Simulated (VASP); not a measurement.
# SrAlH3 in VASP: a series of runs

SrAlH3 is run at these levels: PBEsol; tasks: single point.

Everything below comes from runs of VASP 6.6.1. Logs are shortened: lines on timing, memory, paths and dates and some standing lists are left out, and cuts for length are marked.

### 1 The cell of the first run

Symmetry: Pm-3m, No. 221, cubic system. The conventional cell has a = 4.585 Å, b = 4.585 Å, c = 4.585 Å, α = 90.00°, β = 90.00°, γ = 90.00°. Within 3.0 Å of Sr (site symmetry m-3m) lie 6 H at 2.29 Å. Within 4.3 Å of Al (site symmetry m-3m) lie 12 H at 3.24 Å and 8 Sr at 3.97 Å. H (site symmetry 4/mmm) has 2 Sr at 2.29 Å within 3.0 Å.

### 2 Single point, PBEsol

The input, INCAR:

```
SYSTEM = SrAlH3
PREC = Accurate
ENCUT = 520
EDIFF = 1E-6
ISMEAR = 0
SIGMA = 0.2
LREAL = .False.
LASPH = .True.
NELM = 80
ALGO = Normal
ISIF = 2
LWAVE = .False.
LCHARG = .False.
GGA = PS
NBANDS = 16
```

The input, KPOINTS:

```
Automatic mesh
0
Gamma
  6 6 6
  0.5 0.5 0.5
```

The input, POSCAR:

```
SrAlH3
1.0
    4.5854600000      0.0000000000      0.0000000000
    0.0000000000      4.5854600000      0.0000000000
    0.0000000000      0.0000000000      4.5854600000
Sr Al H
1 1 3
Direct
    0.5000000000      0.5000000000      0.5000000000
    0.0000000000      0.0000000000      0.0000000000
    0.0000000000      0.5000000000      0.5000000000
    0.5000000000      0.5000000000      0.0000000000
    0.5000000000      0.0000000000      0.5000000000
```

Potentials or basis: VASP PAW PBE potentials, release 64 (Sr_sv, Al, H).

The run is started by

```console
> cat potpaw_PBE.64/Sr_sv/POTCAR potpaw_PBE.64/Al/POTCAR potpaw_PBE.64/H/POTCAR > POTCAR
> mpirun -np 1 vasp_std > vasp.out
```

OUTCAR:

```text
SYSTEM = SrAlH3
   PREC = Accurate
   ENCUT = 520
   EDIFF = 1E-6
   ISMEAR = 0
   LREAL = .False.
   LASPH = .True.
   NELM = 80
   ISIF = 2
   GGA = PS

 ion  position               nearest neighbor table
   1  0.500  0.500  0.500-   3 2.29   4 2.29   5 2.29   4 2.29   5 2.29   3 2.29   2 3.97   2 3.97
                             2 3.97   2 3.97   2 3.97   2 3.97   2 3.97   2 3.97
   2  0.000  0.000  0.000-   1 3.97   1 3.97   1 3.97   1 3.97   1 3.97   1 3.97   1 3.97   1 3.97

   3  0.000  0.500  0.500-   1 2.29   1 2.29
   4  0.500  0.500  0.000-   1 2.29   1 2.29
   5  0.500  0.000  0.500-   1 2.29   1 2.29

  LATTYP: Found a simple cubic cell.
 ALAT       =     4.5854600000

  Lattice vectors:

 A1 = (   4.5854600000,   0.0000000000,   0.0000000000)
 A2 = (   0.0000000000,   4.5854600000,   0.0000000000)
 A3 = (   0.0000000000,   0.0000000000,   4.5854600000)

Analysis of symmetry for initial positions (statically):
=====================================================================
 Subroutine PRICEL returns:
 Original cell was already a primitive cell.

 Routine SETGRP: Setting up the symmetry group for a
 simple cubic supercell.

 Subroutine GETGRP returns: Found 48 space group operations
 (whereof 48 operations were pure point group operations)
 out of a pool of 48 trial point group operations.

The static configuration has the point symmetry O_h .

Analysis of symmetry for dynamics (positions and initial velocities):
=====================================================================
 Subroutine PRICEL returns:
 Original cell was already a primitive cell.

 Routine SETGRP: Setting up the symmetry group for a
 simple cubic supercell.

 Subroutine GETGRP returns: Found 48 space group operations
 (whereof 48 operations were pure point group operations)
 out of a pool of 48 trial point group operations.

The dynamic configuration has the point symmetry O_h .

 Subroutine INISYM returns: Found 48 space group operations
 (whereof 48 operations are pure point group operations),
 and found     1 'primitive' translations

----------------------------------------------------------------------------------------

                                     Primitive cell

  volume of cell :      96.4159

  direct lattice vectors                    reciprocal lattice vectors
     4.585460000  0.000000000  0.000000000     0.218080629  0.000000000  0.000000000
[... 81 lines left out ...]
   IBRION =     -1    ionic relax: 0-MD 1-quasi-New 2-CG
   NFREE  =      0    steps in history (QN), initial steepest desc. (CG)
   ISIF   =      2    stress and relaxation
   ISYM   =      2    0-nonsym 1-usesym 2-fastsym
   POTIM  = 0.5000    time-step for ionic-motion
   TEBEG  =    0.0;   TEEND  =   0.0 temperature during run
   PSTRESS=    0.0 pullay stress
   NELECT =      16.0000    total number of electrons
   NUPDOWN=      -1.0000    fix difference up-down
   EMIN   =  10.00;   EMAX   =-10.00  energy-range for DOS
   EFERMI =   0.00;   METHOD = LEGACY
   ISMEAR =     0;   SIGMA  =   0.20  broadening in eV -4-tet -1-fermi 0-gaus
   EFERMI_NEDOS =   21; number of points for ismear=-14 and -15
   IALGO  =     38    algorithm
   IMIX   =      4    mixing-type and parameters
     AMIX     =   0.40;   BMIX     =  1.00
     AMIX_MAG =   1.60;   BMIX_MAG =  1.00
  volume/ion in A,a.u.               =      19.28       130.13
  Fermi-wavevector in a.u.,A,eV,Ry     =   0.899633  1.700059 11.011726  0.809339
  Thomas-Fermi vector in A             =   2.022491
   LORBIT       =      0    0 simple, 1 ext, 2 COOP (PROOUT), +10 PAW based schemes
   GGA     = PS    functional components
   LHFCALC =     F    Hartree Fock is set to
   AEXX    =    0.0000 exact exchange contribution
   IVDW    =     0    specifies the selected vdW correction
   LEPSILON=     F    determine dielectric tensor
   LRPA    =     F    only Hartree local field effects (RPA)
 non-spin polarized calculation
 Gauss-broadening in eV      SIGMA  =   0.20
  energy-cutoff  :      520.00
  volume of cell :       96.42
 maximum number of plane-waves:      2610
 NGX is ok and might be reduce to    36
   NGX = 17   NGY = 17   NGZ = 17

 number of electron      16.0000003 magnetization

 Free energy of the ion-electron system (eV)
  ---------------------------------------------------
  ext. energy  EPLUGINS =         0.00000000
  ---------------------------------------------------
  free energy    TOTEN  =       -14.13022245 eV

  energy without entropy =      -14.12622315  energy(sigma->0) =      -14.12822280

 E-fermi :   0.3692     XC(G=0):  -7.8898

 val. band max:        0.1009183234   @ k =   0.4167   0.0833   0.0833
 cond. band min:       0.6115293804   @ k =   0.4167   0.4167   0.4167
 fundamental gap:      0.5106110569
 Fermi energy:         0.3692461644

 k-point     1 :       0.0833    0.0833    0.0833
  band No.  band energies     occupation
      1     -33.2387      2.00000
      2     -15.3369      2.00000
      3     -15.3360      2.00000
      4     -15.3360      2.00000
      5      -5.1050      2.00000
      6      -1.5431      2.00000
[... 167 lines left out ...]
      3     -15.4326      2.00000
      4     -15.4326      2.00000
      5      -2.7131      2.00000
      6      -1.0398      2.00000
[... 8 lines left out ...]
     15       7.0266      0.00000
     16       7.5269      0.00000

------------------------ aborting loop because EDIFF is reached ----------------------------------------

  FORCE on cell =-STRESS in cart. coord.  units (eV):
  Direction    XX          YY          ZZ          XY          YZ          ZX
  --------------------------------------------------------------------------------------
  -------------------------------------------------------------------------------------
  Total       -0.7302313     -0.7302313     -0.7302313     -0.0000000     -0.0000000      0.0000000
  in kB      -12.1345123    -12.1345123    -12.1345123     -0.0000000     -0.0000000      0.0000000
  external PRESSURE =     -12.1345123 kB  Pullay stress =       0.0000000 kB

 VOLUME and BASIS-vectors are now :
 -----------------------------------------------------------------------------
  energy-cutoff  :      520.00
  volume of cell :       96.42
      direct lattice vectors                 reciprocal lattice vectors
     4.585460000  0.000000000  0.000000000     0.218080629  0.000000000  0.000000000
     0.000000000  4.585460000  0.000000000     0.000000000  0.218080629  0.000000000
     0.000000000  0.000000000  4.585460000     0.000000000  0.000000000  0.218080629

 POSITION                                       TOTAL-FORCE (eV/Angst)
 -----------------------------------------------------------------------------------
      2.29273      2.29273      2.29273         0.000000      0.000000      0.000000
      0.00000      0.00000      0.00000         0.000000      0.000000      0.000000
      0.00000      2.29273      2.29273         0.000000      0.000000      0.000000
      2.29273      2.29273      0.00000         0.000000      0.000000      0.000000
      2.29273      0.00000      2.29273         0.000000      0.000000      0.000000
 -----------------------------------------------------------------------------------
    total drift:                                0.000000      0.000000      0.000000

  FREE ENERGIE OF THE ION-ELECTRON SYSTEM (eV)
  ---------------------------------------------------
  free  energy   TOTEN  =       -14.1302224514 eV

  energy  without entropy=      -14.1262231456  energy(sigma->0) =      -14.12822280
```

OSZICAR:

```text
N       E                     dE             d eps       ncg     rms          rms(c)
DAV:   1     0.549900668987E+02    0.54990E+02   -0.63279E+03   320   0.796E+02
DAV:   2    -0.116405057141E+02   -0.66631E+02   -0.60777E+02   432   0.170E+02
DAV:   3    -0.161857227739E+02   -0.45452E+01   -0.45268E+01   568   0.365E+01
DAV:   4    -0.162533733818E+02   -0.67651E-01   -0.67639E-01   400   0.418E+00
DAV:   5    -0.162560659081E+02   -0.26925E-02   -0.26925E-02   512   0.590E-01    0.254E+01
DAV:   6    -0.144663449280E+02    0.17897E+01   -0.87944E-01   392   0.515E+00    0.153E+01
DAV:   7    -0.141990581639E+02    0.26729E+00   -0.16103E+00   432   0.643E+00    0.174E+00
DAV:   8    -0.142001228030E+02   -0.10646E-02   -0.48551E-01   376   0.319E+00    0.292E+00
DAV:   9    -0.141291510233E+02    0.70972E-01   -0.67052E-02   352   0.148E+00    0.471E-01
DAV:  10    -0.141310196967E+02   -0.18687E-02   -0.20373E-02   384   0.618E-01    0.453E-01
DAV:  11    -0.141302864823E+02    0.73321E-03   -0.19457E-03   408   0.205E-01    0.200E-01
DAV:  12    -0.141303066156E+02   -0.20133E-04   -0.12523E-04   440   0.628E-02    0.806E-02
DAV:  13    -0.141302194343E+02    0.87181E-04   -0.21916E-04   360   0.701E-02    0.523E-02
DAV:  14    -0.141302225400E+02   -0.31057E-05   -0.27623E-05   448   0.279E-02    0.606E-03
DAV:  15    -0.141302224514E+02    0.88697E-07   -0.44943E-07   264   0.372E-03
   1 F= -.14130222E+02 E0= -.14128223E+02  d E =-.399931E-02
```

Wall time 16 s (1 thread of Intel Xeon Platinum 8488C (Sapphire Rapids), shared host); peak memory 0.21 GiB.

What came out:

```
Free energy            : -14.1302 eV
Pressure               : -1.2 GPa
Band gap on the k mesh : 0.51 eV, indirect (least direct gap 1.38 eV)
```

Caveat: the PAW data sets were made with another functional, which shifts forces and pressure a little. A k mesh can miss the band edges.

### 3 Single point, PBEsol

The input, INCAR:

```
SYSTEM = SrAlH3
PREC = Accurate
ENCUT = 520
EDIFF = 1E-6
ISMEAR = 0
SIGMA = 0.2
LREAL = .FALSE.
LASPH = .TRUE.
NELM = 80
ALGO = Normal
ISIF = 2
LWAVE = .FALSE.
LCHARG = .FALSE.
GGA = PS
NBANDS = 16
```

KPOINTS is that of step 2.

Edit POSCAR of step 2 so:

```diff
@@ -8,3 +8,3 @@
 Direct
-    0.5000000000      0.5000000000      0.5000000000
+    0.5000000000      0.4781919371      0.5000000000
     0.0000000000      0.0000000000      0.0000000000
```

Potentials or basis: VASP PAW PBE potentials, release 64 (Sr_sv, Al, H).

The run is started by

```console
> cat potpaw_PBE.64/Sr_sv/POTCAR potpaw_PBE.64/Al/POTCAR potpaw_PBE.64/H/POTCAR > POTCAR
> mpirun -np 1 vasp_std > vasp.out
```

OUTCAR:

```text
SYSTEM = SrAlH3
   PREC = Accurate
   ENCUT = 520
   EDIFF = 1E-6
   ISMEAR = 0
   LREAL = .FALSE.
   LASPH = .TRUE.
   NELM = 80
   ISIF = 2
   GGA = PS

 ion  position               nearest neighbor table
   1  0.500  0.478  0.500-   5 2.19   4 2.29   3 2.29   4 2.29   3 2.29   5 2.39   2 3.91   2 3.91
                             2 3.91   2 3.91   2 4.03   2 4.03   2 4.03   2 4.03
   2  0.000  0.000  0.000-   1 3.91   1 3.91   1 3.91   1 3.91   1 4.03   1 4.03   1 4.03   1 4.03

   3  0.000  0.500  0.500-   1 2.29   1 2.29
   4  0.500  0.500  0.000-   1 2.29   1 2.29
   5  0.500  0.000  0.500-   1 2.19   1 2.39

  LATTYP: Found a simple cubic cell.
 ALAT       =     4.5854600000

  Lattice vectors:

 A1 = (   4.5854600000,   0.0000000000,   0.0000000000)
 A2 = (   0.0000000000,   4.5854600000,   0.0000000000)
 A3 = (   0.0000000000,   0.0000000000,   4.5854600000)

Analysis of symmetry for initial positions (statically):
=====================================================================
 Subroutine PRICEL returns:
 Original cell was already a primitive cell.

 Routine SETGRP: Setting up the symmetry group for a
 simple cubic supercell.

 Subroutine GETGRP returns: Found  8 space group operations
 (whereof  8 operations were pure point group operations)
 out of a pool of 48 trial point group operations.

The static configuration has the point symmetry C_4v.

Analysis of symmetry for dynamics (positions and initial velocities):
=====================================================================
 Subroutine PRICEL returns:
 Original cell was already a primitive cell.

 Routine SETGRP: Setting up the symmetry group for a
 simple cubic supercell.

 Subroutine GETGRP returns: Found  8 space group operations
 (whereof  8 operations were pure point group operations)
 out of a pool of 48 trial point group operations.

[... 121 lines left out ...]
  Fermi-wavevector in a.u.,A,eV,Ry     =   0.899633  1.700059 11.011726  0.809339
  Thomas-Fermi vector in A             =   2.022491
   LORBIT       =      0    0 simple, 1 ext, 2 COOP (PROOUT), +10 PAW based schemes
   GGA     = PS    functional components
   LHFCALC =     F    Hartree Fock is set to
   AEXX    =    0.0000 exact exchange contribution
   IVDW    =     0    specifies the selected vdW correction
   LEPSILON=     F    determine dielectric tensor
   LRPA    =     F    only Hartree local field effects (RPA)
 non-spin polarized calculation
 Gauss-broadening in eV      SIGMA  =   0.20
  energy-cutoff  :      520.00
  volume of cell :       96.42
 maximum number of plane-waves:      2610
 NGX is ok and might be reduce to    36
   NGX = 17   NGY = 17   NGZ = 17

 number of electron      16.0000003 magnetization

 Free energy of the ion-electron system (eV)
  ---------------------------------------------------
  ext. energy  EPLUGINS =         0.00000000
  ---------------------------------------------------
  free energy    TOTEN  =       -14.09910023 eV

  energy without entropy =      -14.09526214  energy(sigma->0) =      -14.09718119

 E-fermi :   0.3663     XC(G=0):  -7.8888

 val. band max:        0.0997784078   @ k =   0.0833   0.4167   0.0833
 cond. band min:       0.6111458266   @ k =   0.4167   0.4167   0.4167
 fundamental gap:      0.5113674188
 Fermi energy:         0.3662942794

 k-point     1 :       0.0833    0.0833    0.0833
  band No.  band energies     occupation
      1     -33.2371      2.00000
      2     -15.3417      2.00000
      3     -15.3352      2.00000
      4     -15.3346      2.00000
      5      -5.1052      2.00000
      6      -1.5354      2.00000
[... 319 lines left out ...]
      3     -15.4311      2.00000
      4     -15.4308      2.00000
      5      -2.7195      2.00000
      6      -1.0425      2.00000
[... 8 lines left out ...]
     15       7.0538      0.00000
     16       7.5370      0.00000

------------------------ aborting loop because EDIFF is reached ----------------------------------------

  FORCE on cell =-STRESS in cart. coord.  units (eV):
  Direction    XX          YY          ZZ          XY          YZ          ZX
  --------------------------------------------------------------------------------------
  -------------------------------------------------------------------------------------
  Total       -0.7570428     -0.5452154     -0.7570428      0.0000000      0.0000000     -0.0000000
  in kB      -12.5800479     -9.0600367    -12.5800479      0.0000000      0.0000000     -0.0000000
  external PRESSURE =     -11.4067108 kB  Pullay stress =       0.0000000 kB

 VOLUME and BASIS-vectors are now :
 -----------------------------------------------------------------------------
  energy-cutoff  :      520.00
  volume of cell :       96.42
      direct lattice vectors                 reciprocal lattice vectors
     4.585460000  0.000000000  0.000000000     0.218080629  0.000000000  0.000000000
     0.000000000  4.585460000  0.000000000     0.000000000  0.218080629  0.000000000
     0.000000000  0.000000000  4.585460000     0.000000000  0.000000000  0.218080629

 POSITION                                       TOTAL-FORCE (eV/Angst)
 -----------------------------------------------------------------------------------
      2.29273      2.19273      2.29273        -0.000000      0.628451     -0.000000
      0.00000      0.00000      0.00000         0.000000     -0.081298      0.000000
      0.00000      2.29273      2.29273        -0.000000      0.014570      0.000000
      2.29273      2.29273      0.00000        -0.000000      0.014570      0.000000
      2.29273      0.00000      2.29273        -0.000000     -0.576294      0.000000
 -----------------------------------------------------------------------------------
    total drift:                                0.000000      0.000004     -0.000000

  FREE ENERGIE OF THE ION-ELECTRON SYSTEM (eV)
  ---------------------------------------------------
  free  energy   TOTEN  =       -14.0991002341 eV

  energy  without entropy=      -14.0952621426  energy(sigma->0) =      -14.09718119
```

OSZICAR:

```text
N       E                     dE             d eps       ncg     rms          rms(c)
DAV:   1     0.524755127120E+02    0.52476E+02   -0.61190E+03   576   0.783E+02
DAV:   2    -0.114710073095E+02   -0.63947E+02   -0.59976E+02   760   0.170E+02
DAV:   3    -0.161498242501E+02   -0.46788E+01   -0.46623E+01  1056   0.370E+01
DAV:   4    -0.162297828147E+02   -0.79959E-01   -0.79949E-01   712   0.438E+00
DAV:   5    -0.162324246658E+02   -0.26419E-02   -0.26417E-02   944   0.601E-01    0.256E+01
DAV:   6    -0.144356236969E+02    0.17968E+01   -0.88021E-01   752   0.517E+00    0.153E+01
DAV:   7    -0.141687310232E+02    0.26689E+00   -0.16280E+00   792   0.645E+00    0.174E+00
DAV:   8    -0.141615842465E+02    0.71468E-02   -0.47042E-01   696   0.315E+00    0.288E+00
DAV:   9    -0.140977527988E+02    0.63831E-01   -0.64441E-02   672   0.146E+00    0.537E-01
DAV:  10    -0.140991094335E+02   -0.13566E-02   -0.14864E-02   760   0.528E-01    0.417E-01
DAV:  11    -0.140991823492E+02   -0.72916E-04   -0.71453E-04   800   0.137E-01    0.200E-01
DAV:  12    -0.140990816996E+02    0.10065E-03   -0.25712E-04   664   0.832E-02    0.743E-02
DAV:  13    -0.140991109826E+02   -0.29283E-04   -0.49359E-05   808   0.383E-02    0.389E-02
DAV:  14    -0.140991000760E+02    0.10907E-04   -0.16689E-05   664   0.211E-02    0.627E-03
DAV:  15    -0.140991002341E+02   -0.15805E-06   -0.23336E-06   776   0.745E-03
   1 F= -.14099100E+02 E0= -.14097181E+02  d E =-.383809E-02
```

It took 30 s on 1 thread of Intel Xeon Platinum 8488C (Sapphire Rapids), shared host; peak memory 0.22 GiB.

Results:

```
Free energy            : -14.0991 eV
Pressure               : -1.1 GPa
Largest force          : 0.628 eV/Å
Band gap on the k mesh : 0.51 eV, indirect (least direct gap 1.37 eV)
```

Forces on the atoms (eV/Å):
```
Sr   0.000  0.628  0.000
Al   0.000 -0.081  0.000
H    0.000  0.015  0.000
H    0.000  0.015  0.000
H    0.000 -0.576  0.000
```

Stress tensor (GPa, compression positive):
```
-1.26  0.00  0.00
 0.00 -0.91  0.00
 0.00  0.00 -1.26
```

Levels at points of the mesh, in eV from the valence-band top:
| k point | band 4 | band 5 | band 6 | band 7 | band 8 | band 9 | band 10 | band 11 | band 12 | band 13 |
| --- | --- | --- | --- | --- | --- | --- | --- | --- | --- | --- |
| (0.08, 0.08, 0.08) | -15.43 | -5.21 | -1.64 | -1.63 | -0.35 | 2.42 | 2.42 | 2.80 | 5.88 | 5.89 |

Caveat: the PAW data sets were made with another functional, which shifts forces and pressure a little. PBEsol gaps usually lie below the measured ones, often by a third to a half.
